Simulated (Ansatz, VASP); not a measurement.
## HfN: VASP beside Ansatz

Contents of INCAR:

```
SYSTEM = HfN
PREC     = Accurate       ! precision mode
ENCUT    = 600            ! plane-wave cutoff, eV
EDIFF    = 1E-6           ! SCF threshold, eV
ISMEAR   = -1             ! smearing method
SIGMA    = 0.05           ! smearing width, eV
LREAL    = .False.        ! projectors in reciprocal space
LASPH    = .True.         ! aspherical terms in the spheres
NELM     = 80             ! most SCF steps
ALGO     = Normal         ! electronic algorithm
ISIF     = 3              ! what is computed and relaxed
LWAVE    = .False.        ! write WAVECAR
LCHARG   = .False.        ! write CHGCAR
GGA      = RP             ! functional
IBRION   = 2              ! ionic algorithm
NSW      = 60             ! ionic steps
EDIFFG   = -0.01          ! ionic threshold
```

Contents of KPOINTS:

```
regular mesh
0
Gamma
  9 9 9
  0 0 0
```

File POSCAR:

```
HfN
1.0
    0.0000000000      2.4548220000      2.4548220000
    2.4548220000      0.0000000000      2.4548220000
    2.4548220000      2.4548220000      0.0000000000
Hf N
1 1
Direct
    0.0000000000      0.0000000000      0.0000000000
    0.2500000000      0.2500000000      0.2500000000
```

Contents of input.yaml:

```yaml
crystal:
  lattice:
    - [0.0, 2.454822, 2.454822]
    - [2.454822, 0.0, 2.454822]
    - [2.454822, 2.454822, 0.0]
  atoms:
    - { symbol: Hf, position: [0.0, 0.0, 0.0] }
    - { symbol: "N", position: [0.25, 0.25, 0.25] }
hamiltonian:
  xc: rpbe
  pseudopotentials: { kind: paw }
kpoints:
  mp_grid: { grid: [9, 9, 9] }
scf:
  occupations: { method: fermi_dirac, width: 0.05 }
output:
  forces: true
  stress: true
  eigenvalues: true
  write_density: true
  write_potential: true
  elf: true
  volumetric_format: npy
relax:
  f_tol: 0.01
  max_steps: 40
  cell: { stress_tol: 0.05 }
```

Alike in both runs: task relaxation of cell and atoms; functional RPBE; k mesh 9 × 9 × 9; occupations fermi-dirac, width 0.05 eV; no spin polarisation.

|  | VASP | Ansatz |
| --- | --- | --- |
| version | VASP 6.6.1 | Ansatz 0.2.0 |
| potentials or method | VASP PAW PBE potentials, release 64 (Hf_pv, N) | Ansatz PAW |
| plane-wave cutoff (eV) | 600 | 420 |
| valence electrons in the cell | 15 | 31 |

VASP gave:

| Property | Result |
| --- | --- |
| gap on the k mesh at the Fermi level, each at its own relaxed structure (eV) | none |
| relaxed volume (Å³/atom) | 15.04 |
| relaxed cell length with the largest relative difference (Å) | 3.491 |

Task: Estimate Ansatz's values.

Result: gap on the k mesh at the Fermi level, each at its own relaxed structure (eV): none; relaxed volume (Å³/atom): 15.13; relaxed cell length with the largest relative difference (Å): 3.497.

VASP's potentials were made for PBE, not for RPBE. A gap of «none» marks a metal or a gap that the smearing closes. VASP's potentials hold 15 valence electrons a cell and Ansatz's 31, so a difference there can come from the potentials and not from the codes.

Spin-orbit coupling is off throughout. Noted on Ansatz's run: the plane-wave basis is chosen anew once the cell has moved, so the energies of steps on either side of that aren't comparable.
